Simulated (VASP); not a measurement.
# B27P26 (a cell with a defect) in VASP: single point with PBE

Aim: the single point of B27P26 (a cell with a defect) with PBE.

Everything below comes from runs of VASP 6.6.1. Logs are shortened: lines on timing, memory, paths and dates and some standing lists are left out, and cuts for length are marked.

## 1. The cell of the first run

The cell holds a defect, 53 atoms: a = 9.627 Å, b = 9.627 Å, c = 9.627 Å, α = 60.00°, β = 60.00°, γ = 60.00°.

## 2. Single point, PBE (atoms taken out, then relaxed in part)

Input file INCAR:

```
SYSTEM = B27P26
ALGO = Normal
EDIFF = 1E-6
ENCUT = 520
GGA = PE
ISIF = 2
ISMEAR = -1
LASPH = .True.
LCHARG = .False.
LREAL = Auto
LWAVE = .False.
NBANDS = 138
NELECT = 208.0
NELM = 80
PREC = Accurate
SIGMA = 0.01
```

Input file KPOINTS:

```
k-points
0
Gamma
  3 3 3
  0 0 0
```

Input file POSCAR:

```
B27P26
1.0
    0.0000000000      6.8070000000      6.8070000000
    6.8070000000      0.0000000000      6.8070000000
    6.8070000000      6.8070000000      0.0000000000
B P
27 26
Direct
   -0.0130169242     -0.0130169242     -0.0130169242
   -0.0130169242     -0.0130169242      0.3723841058
   -0.0011629413     -0.0011629413      0.6678296080
   -0.0130169242      0.3723841058     -0.0130169242
   -0.0015561759      0.3342027726      0.3342027726
   -0.0015561759      0.3342027726      0.6664839641
   -0.0011629413      0.6678296080     -0.0011629413
   -0.0015561759      0.6664839641      0.3342027726
   -0.0011629413      0.6678296080      0.6678296080
    0.3723841058     -0.0130169242     -0.0130169242
    0.3342027726     -0.0015561759      0.3342027726
    0.3342027726     -0.0015561759      0.6664839641
    0.3342027726      0.3342027726     -0.0015561759
    0.3333333333      0.3333333333      0.3333333333
    0.3342027726      0.3342027726      0.6664839641
    0.3342027726      0.6664839641     -0.0015561759
    0.3342027726      0.6664839641      0.3342027726
    0.3337434987      0.6665299449      0.6665299449
    0.6678296080     -0.0011629413     -0.0011629413
    0.6664839641     -0.0015561759      0.3342027726
    0.6678296080     -0.0011629413      0.6678296080
    0.6664839641      0.3342027726     -0.0015561759
    0.6664839641      0.3342027726      0.3342027726
    0.6665299449      0.3337434987      0.6665299449
    0.6678296080      0.6678296080     -0.0011629413
    0.6665299449      0.6665299449      0.3337434987
    0.6665299449      0.6665299449      0.6665299449
    0.0853949212      0.0853949212      0.4149615391
    0.0853949212      0.0853949212      0.7475819519
    0.0853949212      0.4149615391      0.0853949212
    0.0832210806      0.4167040843      0.4167040843
    0.0853949212      0.4149615391      0.7475819519
    0.0853949212      0.7475819519      0.0853949212
    0.0853949212      0.7475819519      0.4149615391
    0.0840688278      0.7497548352      0.7497548352
    0.4149615391      0.0853949212      0.0853949212
    0.4167040843      0.0832210806      0.4167040843
    0.4149615391      0.0853949212      0.7475819519
    0.4167040843      0.4167040843      0.0832210806
    0.4167040843      0.4167040843      0.4167040843
    0.4171755799      0.4171755799      0.7494910868
    0.4149615391      0.7475819519      0.0853949212
    0.4171755799      0.7494910868      0.4171755799
    0.4171755799      0.7494910868      0.7494910868
    0.7475819519      0.0853949212      0.0853949212
    0.7475819519      0.0853949212      0.4149615391
    0.7497548352      0.0840688278      0.7497548352
    0.7475819519      0.4149615391      0.0853949212
    0.7494910868      0.4171755799      0.4171755799
    0.7494910868      0.4171755799      0.7494910868
    0.7497548352      0.7497548352      0.0840688278
    0.7494910868      0.7494910868      0.4171755799
    0.7497548352      0.7497548352      0.7497548352
```

Potentials or basis: VASP PAW PBE potentials, release 64 (B, P).

Run with:

```bash
$ cat potpaw_PBE.64/B/POTCAR potpaw_PBE.64/P/POTCAR > POTCAR
$ mpirun -np 1 vasp_std > vasp.out
```

OUTCAR:

```text
SYSTEM = B27P26
   EDIFF = 1E-6
   ENCUT = 520
   GGA = PE
   ISIF = 2
   ISMEAR = -1
   LASPH = .True.
   LREAL = Auto
   NELECT = 208.0
   NELM = 80
   PREC = Accurate

 ion  position               nearest neighbor table
   1  0.987  0.987  0.987-  29 1.91  33 1.91  45 1.91
   2  0.987  0.987  0.372-  34 1.91  46 1.91  28 1.91
   3  0.999  0.999  0.668-  35 1.96  47 1.96  28 1.99  29 1.99
   4  0.987  0.372  0.987-  32 1.91  48 1.91  30 1.91
   5  0.998  0.334  0.334-  28 1.96  30 1.96  49 1.96  31 1.96
   6  0.998  0.334  0.666-  32 1.96  29 1.96  50 1.96  31 1.96
   7  0.999  0.668  0.999-  35 1.96  51 1.96  30 1.99  33 1.99
   8  0.998  0.666  0.334-  34 1.96  33 1.96  52 1.96  31 1.96
   9  0.999  0.668  0.668-  53 1.96  35 1.96  32 1.99  34 1.99
  10  0.372  0.987  0.987-  38 1.91  42 1.91  36 1.91
  11  0.334  0.998  0.334-  28 1.96  36 1.96  43 1.96  37 1.96
  12  0.334  0.998  0.666-  38 1.96  29 1.96  44 1.96  37 1.96
  13  0.334  0.334  0.998-  30 1.96  36 1.96  41 1.96  39 1.96
  14  0.333  0.333  0.333-  31 1.97  37 1.97  39 1.97  40 1.97
  15  0.334  0.334  0.666-  32 1.96  38 1.96  41 1.96  40 1.96
  16  0.334  0.666  0.998-  42 1.96  33 1.96  44 1.96  39 1.96
[... 35 lines left out ...]
  52  0.749  0.749  0.417-   8 1.96  20 1.96  26 1.96  27 1.96
  53  0.750  0.750  0.750-   9 1.96  21 1.96  25 1.96  27 1.96

  LATTYP: Found a face centered cubic cell.
 ALAT       =    13.6140000000

  Lattice vectors:

 A1 = (   0.0000000000,   6.8070000000,   6.8070000000)
 A2 = (   6.8070000000,   0.0000000000,   6.8070000000)
 A3 = (   6.8070000000,   6.8070000000,   0.0000000000)

Analysis of symmetry for initial positions (statically):
=====================================================================
 Subroutine PRICEL returns:
 Original cell was already a primitive cell.

 Routine SETGRP: Setting up the symmetry group for a
 face centered cubic supercell.

 Subroutine GETGRP returns: Found 24 space group operations
 (whereof  6 operations were pure point group operations)
 out of a pool of 48 trial point group operations.

The static configuration has the point symmetry C_3v.
 The point group associated with its full space group is T_d .

Analysis of symmetry for dynamics (positions and initial velocities):
=====================================================================
 Subroutine PRICEL returns:
 Original cell was already a primitive cell.

 Routine SETGRP: Setting up the symmetry group for a
 face centered cubic supercell.

 Subroutine GETGRP returns: Found 24 space group operations
 (whereof  6 operations were pure point group operations)
 out of a pool of 48 trial point group operations.

The dynamic configuration has the point symmetry C_3v.
 The point group associated with its full space group is T_d .

 Subroutine INISYM returns: Found 24 space group operations
 (whereof  6 operations are pure point group operations),
 and found     1 'primitive' translations

----------------------------------------------------------------------------------------

                                     Primitive cell

  volume of cell :     630.8081

  direct lattice vectors                    reciprocal lattice vectors
     0.000000000  6.807000000  6.807000000    -0.073453798  0.073453798  0.073453798
     6.807000000  0.000000000  6.807000000     0.073453798 -0.073453798  0.073453798
     6.807000000  6.807000000  0.000000000     0.073453798  0.073453798 -0.073453798

  length of vectors
     9.626551719  9.626551719  9.626551719     0.127225709  0.127225709  0.127225709

  position of ions in fractional coordinates (direct lattice)
     0.986983076  0.986983076  0.986983076
     0.986983076  0.986983076  0.372384106
     0.998837059  0.998837059  0.667829608
     0.986983076  0.372384106  0.986983076
     0.998443824  0.334202773  0.334202773
     0.998443824  0.334202773  0.666483964
[... 45 lines left out ...]
     0.749491087  0.749491087  0.417175580
     0.749754835  0.749754835  0.749754835

  ion indices of the primitive-cell ions
   primitive index   ion index
                 1           1
                 2           2
                 3           3
                 4           4
                 5           5
                 6           6
[... 45 lines left out ...]
                52          52
                53          53

----------------------------------------------------------------------------------------

 KPOINTS: k-points

Automatic generation of k-mesh.
 Grid dimensions read from file:
 generate k-points for:    3    3    3

 Generating k-lattice:

  Cartesian coordinates                     Fractional coordinates (reciprocal lattice)
    -0.024484599  0.024484599  0.024484599     0.333333333  0.000000000  0.000000000
     0.024484599 -0.024484599  0.024484599     0.000000000  0.333333333  0.000000000
     0.024484599  0.024484599 -0.024484599     0.000000000  0.000000000  0.333333333

  Length of vectors
     0.042408570  0.042408570  0.042408570

  Shift w.r.t. Gamma in fractional coordinates (k-lattice)
     0.000000000  0.000000000  0.000000000

 Subroutine IBZKPT returns following result:
 ===========================================

 Found      4 irreducible k-points:

 Following reciprocal coordinates:
            Coordinates               Weight
  0.000000  0.000000  0.000000      1.000000
  0.333333  0.000000  0.000000      8.000000
  0.333333  0.333333  0.000000      6.000000
 -0.333333  0.333333  0.000000     12.000000
   k-points           NKPTS =      4   k-points in BZ     NKDIM =      4   number of bands    NBANDS=    138
   number of dos      NEDOS =    301   number of ions     NIONS =     53
   total plane-waves  NPLWV = 373248
   dimension x,y,z NGX =    72 NGY =   72 NGZ =   72
   dimension x,y,z NGXF=   144 NGYF=  144 NGZF=  144
   ions per type =              27  26
   NGX,Y,Z   is equivalent  to a cutoff of  12.43, 12.43, 12.43 a.u.
   NGXF,Y,Z  is equivalent  to a cutoff of  24.87, 24.87, 24.87 a.u.
 SYSTEM =  B27P26
   PREC   = accura    normal or accurate (medium, high low for compatibility)
   ISTART =      0    job   : 0-new  1-cont  2-samecut
   ICHARG =      2    charge: 1-file 2-atom 10-const
   ISPIN  =      1    spin polarized calculation?
   LNONCOLLINEAR =      F non collinear calculations
   LSORBIT =      F    spin-orbit coupling
   LASPH  =      T    aspherical Exc in radial PAW
   ENCUT  =  520.0 eV  38.22 Ry    6.18 a.u.  17.90 17.90 17.90*2*pi/ulx,y,z
   NELM   =     80;   NELMIN=  2; NELMDL= -5     # of ELM steps
   EDIFF  = 0.1E-05   stopping-criterion for ELM
   LREAL  =      T    real-space projection
   EDIFFG = 0.1E-04   stopping-criterion for IOM
   NSW    =      0    number of steps for IOM
   IBRION =     -1    ionic relax: 0-MD 1-quasi-New 2-CG
   NFREE  =      0    steps in history (QN), initial steepest desc. (CG)
   ISIF   =      2    stress and relaxation
   ISYM   =      2    0-nonsym 1-usesym 2-fastsym
   POTIM  = 0.5000    time-step for ionic-motion
   TEBEG  =    0.0;   TEEND  =   0.0 temperature during run
   PSTRESS=    0.0 pullay stress
   NELECT =     208.0000    total number of electrons
   NUPDOWN=      -1.0000    fix difference up-down
   EMIN   =  10.00;   EMAX   =-10.00  energy-range for DOS
   EFERMI =   0.00;   METHOD = LEGACY
   ISMEAR =    -1;   SIGMA  =   0.01  broadening in eV -4-tet -1-fermi 0-gaus
   EFERMI_NEDOS =   21; number of points for ismear=-14 and -15
   IALGO  =     38    algorithm
   IMIX   =      4    mixing-type and parameters
     AMIX     =   0.40;   BMIX     =  1.00
     AMIX_MAG =   1.60;   BMIX_MAG =  1.00
  volume/ion in A,a.u.               =      11.90        80.32
  Fermi-wavevector in a.u.,A,eV,Ry     =   1.131002  2.137285 17.404116  1.279166
  Thomas-Fermi vector in A             =   2.267700
   LORBIT       =      0    0 simple, 1 ext, 2 COOP (PROOUT), +10 PAW based schemes
   GGA     = PE    functional components
   LHFCALC =     F    Hartree Fock is set to
   AEXX    =    0.0000 exact exchange contribution
   IVDW    =     0    specifies the selected vdW correction
   LEPSILON=     F    determine dielectric tensor
   LRPA    =     F    only Hartree local field effects (RPA)
 non-spin polarized calculation
  energy-cutoff  :      520.00
  volume of cell :      630.81
 maximum number of plane-waves:     17033
   NGX = 35   NGY = 35   NGZ = 35

 number of electron     207.9999998 magnetization

 Free energy of the ion-electron system (eV)
  ---------------------------------------------------
  ext. energy  EPLUGINS =         0.00000000
  ---------------------------------------------------
  free energy    TOTEN  =      -359.45800799 eV

  energy without entropy =     -359.44500329  energy(sigma->0) =     -359.45150564

 E-fermi :   6.5377     XC(G=0): -10.7025

 val. band max:        6.5360455424   @ k =   0.3333   0.3333   0.0000
 cond. band min:       6.5393153002   @ k =   0.3333   0.0000   0.0000
 fundamental gap:      0.0032697578
 Fermi energy:         6.5376933253

 k-point     1 :       0.0000    0.0000    0.0000
  band No.  band energies     occupation
      1      -8.2710      2.00000
      2      -6.4912      2.00000
      3      -6.4912      2.00000
      4      -6.4912      2.00000
      5      -6.3989      2.00000
      6      -6.3965      2.00000
[... 108 lines left out ...]
    115       9.7862      0.00000
    116       9.7862      0.00000

 k-point     2 :       0.3333    0.0000    0.0000
  band No.  band energies     occupation
      1      -8.0559      2.00000
      2      -7.4136      2.00000
      3      -6.6318      2.00000
      4      -6.6318      2.00000
      5      -6.5016      2.00000
      6      -6.3979      2.00000
[... 108 lines left out ...]
    115       9.6693      0.00000
    116       9.6693      0.00000

 k-point     3 :       0.3333    0.3333    0.0000
  band No.  band energies     occupation
      1      -7.9844      2.00000
      2      -7.1256      2.00000
      3      -6.9827      2.00000
      4      -6.9727      2.00000
      5      -6.9727      2.00000
      6      -6.6939      2.00000
[... 108 lines left out ...]
    115      10.0836      0.00000
    116      10.0836      0.00000

 k-point     4 :      -0.3333    0.3333    0.0000
  band No.  band energies     occupation
      1      -7.7074      2.00000
      2      -7.5436      2.00000
      3      -7.3998      2.00000
      4      -6.8953      2.00000
      5      -6.7677      2.00000
      6      -6.0588      2.00000
[... 108 lines left out ...]
    115      10.3242      0.00000
    116      10.4277      0.00000
 [bands above 116 left out]

------------------------ aborting loop because EDIFF is reached ----------------------------------------

  FORCE on cell =-STRESS in cart. coord.  units (eV):
  Direction    XX          YY          ZZ          XY          YZ          ZX
  --------------------------------------------------------------------------------------
  -------------------------------------------------------------------------------------
  Total      -25.7898826    -25.7898826    -25.7898826     -0.0000000      0.0000000     -0.0000000
  in kB      -65.5032275    -65.5032275    -65.5032275     -0.0000000      0.0000000     -0.0000000
  external PRESSURE =     -65.5032275 kB  Pullay stress =       0.0000000 kB

 VOLUME and BASIS-vectors are now :
 -----------------------------------------------------------------------------
  energy-cutoff  :      520.00
  volume of cell :      630.81
      direct lattice vectors                 reciprocal lattice vectors
     0.000000000  6.807000000  6.807000000    -0.073453798  0.073453798  0.073453798
     6.807000000  0.000000000  6.807000000     0.073453798 -0.073453798  0.073453798
     6.807000000  6.807000000  0.000000000     0.073453798  0.073453798 -0.073453798

 POSITION                                       TOTAL-FORCE (eV/Angst)
 -----------------------------------------------------------------------------------
     13.43679     13.43679     13.43679        -0.007134     -0.007134     -0.007134
      9.25321      9.25321     13.43679         0.007134      0.007134     -0.007134
     11.34500     11.34500     13.59817        -0.000000     -0.000000      0.021691
      9.25321     13.43679      9.25321         0.007134     -0.007134      0.007134
      4.54984      9.07133      9.07133        -0.008429      0.011025      0.011025
      6.81167     11.33316      9.07133        -0.011025      0.008429      0.011025
[... 45 lines left out ...]
      7.94150      7.94150     10.20357        -0.000000     -0.000000      0.012356
     10.20716     10.20716     10.20716         0.008272      0.008272      0.008272
 -----------------------------------------------------------------------------------
    total drift:                                0.000001      0.000001      0.000002

  FREE ENERGIE OF THE ION-ELECTRON SYSTEM (eV)
  ---------------------------------------------------
  free  energy   TOTEN  =      -359.4580079866 eV

  energy  without entropy=     -359.4450032944  energy(sigma->0) =     -359.45150564
```

It took 7.9 min on 1 thread of Intel Xeon 6975P-C (Granite Rapids), shared host; peak memory 0.81 GiB.

Results:

```
Free energy   : -359.4580 eV
Largest force : 0.022 eV/Å
```

Forces on the atoms (eV/Å):
```
B   -0.007 -0.007 -0.007
B    0.007  0.007 -0.007
B    0.000  0.000  0.022
B    0.007 -0.007  0.007
B   -0.008  0.011  0.011
B   -0.011  0.008  0.011
B    0.000  0.022  0.000
B   -0.011  0.011  0.008
B   -0.022  0.000  0.000
B   -0.007  0.007  0.007
B    0.011 -0.008  0.011
B    0.008 -0.011  0.011
B    0.011  0.011 -0.008
B    0.000  0.000  0.000
B   -0.011 -0.011 -0.008
B    0.008  0.011 -0.011
B   -0.011 -0.008 -0.011
B    0.005 -0.005 -0.005
B    0.022  0.000  0.000
B    0.011 -0.011  0.008
B    0.000 -0.022  0.000
B    0.011  0.008 -0.011
B   -0.008 -0.011 -0.011
B   -0.005  0.005 -0.005
B    0.000  0.000 -0.022
B   -0.005 -0.005  0.005
B    0.005  0.005  0.005
P    0.004  0.004 -0.020
P   -0.004 -0.004 -0.020
P    0.004 -0.020  0.004
P    0.011 -0.011 -0.011
P    0.020 -0.004  0.004
P   -0.004 -0.020 -0.004
P    0.020  0.004 -0.004
P    0.008 -0.008 -0.008
P   -0.020  0.004  0.004
P   -0.011  0.011 -0.011
P   -0.004  0.020  0.004
P   -0.011 -0.011  0.011
P    0.011  0.011  0.011
P    0.000  0.000 -0.012
P   -0.004  0.004  0.020
P    0.000 -0.012  0.000
P    0.012  0.000  0.000
P   -0.020 -0.004 -0.004
P    0.004  0.020 -0.004
P   -0.008  0.008 -0.008
P    0.004 -0.004  0.020
P   -0.012  0.000  0.000
P    0.000  0.012  0.000
P   -0.008 -0.008  0.008
P    0.000  0.000  0.012
P    0.008  0.008  0.008
```

Caveat: the cell carries a net charge on a neutralising background, which shifts energy and pressure; the cell differs from its parent crystal (atoms taken out, then relaxed in part); the cell is charged against a uniform background, so pressure and absolute levels hang on convention.
